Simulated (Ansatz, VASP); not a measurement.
# Si5C: VASP beside Ansatz

File INCAR:

```
SYSTEM = Si5C
PREC = Accurate
ENCUT = 520
EDIFF = 1E-7
ISMEAR = 0
SIGMA = 0.1
LREAL = .False.
LASPH = .True.
NELM = 100
ALGO = Normal
ISIF = 2
LWAVE = .False.
LCHARG = .True.
GGA = PE
LELF = .True.
LVHAR = .True.
NBANDS = 21
```

KPOINTS

```
Automatic mesh
0
Gamma
  6 6 4
  0 0 0
```

The input POSCAR:

```
Si5C
1.0
    4.7881676300      0.0000000000      0.0000000000
   -2.3940838100      4.1466748000      0.0000000000
    0.0000000000      0.0000000000      4.4721425900
Si C
5 1
Direct
    0.3333333300      0.6666666700      0.0000000000
    0.6666666700      0.3333333300      0.0000000000
    0.6666666700      0.6666666700      0.5000000000
    0.3333333300      0.0000000000      0.5000000000
    0.0000000000      0.3333333300      0.5000000000
    0.0000000000      0.0000000000      0.0000000000
```

Input for Ansatz:

```yaml
crystal:
  lattice:
    - [4.78816763, 0.0, 0.0]
    - [-2.39408381, 4.1466748, 0.0]
    - [0.0, 0.0, 4.47214259]
  atoms:
    - { symbol: Si, position: [0.33333333, 0.66666667, 0.0] }
    - { symbol: Si, position: [0.66666667, 0.33333333, 0.0] }
    - { symbol: Si, position: [0.66666667, 0.66666667, 0.5] }
    - { symbol: Si, position: [0.33333333, 0.0, 0.5] }
    - { symbol: Si, position: [0.0, 0.33333333, 0.5] }
    - { symbol: C, position: [0.0, 0.0, 0.0] }
basis:
  ecutwfc: 420
kpoints:
  mp_grid: { grid: [6, 6, 4] }
hamiltonian:
  xc: pbe
scf:
  occupations: { method: gaussian, width: 0.1 }
  lower_state_search: "off"
output:
  forces: true
  stress: true
  eigenvalues: true
```

Alike in both runs: task single point; functional PBE; k mesh 6 × 6 × 4; occupations gaussian, width 0.1 eV; no spin polarisation.

|  | VASP | Ansatz |
| --- | --- | --- |
| version | VASP 6.6.1 | Ansatz 0.2.0 |
| potentials or method | VASP PAW PBE potentials, release 64 (Si, C), cutoff 520 eV | scalar-relativistic, plane waves, PAW |
| valence electrons in the cell | 24 | 24 |

Ansatz gave:

```
gap on the k mesh at the Fermi level (eV)                     : none
pressure (GPa)                                                : -10.7
traceless stress, the component that is largest in VASP (GPa) : 1.95
rms of the force components (eV/Å)                            : 0.180
```

Q: Estimate VASP's values.

A: gap on the k mesh at the Fermi level (eV): none; pressure (GPa): -10.7; traceless stress, the component that is largest in VASP (GPa): 1.94; rms of the force components (eV/Å): 0.179.

Atom by atom the forces differ by 0.001 eV/Å (rms over components). A gap of «none» marks a metal or a gap that the smearing closes. The functional is the same, so the differences come from potentials, cutoffs and numerics.
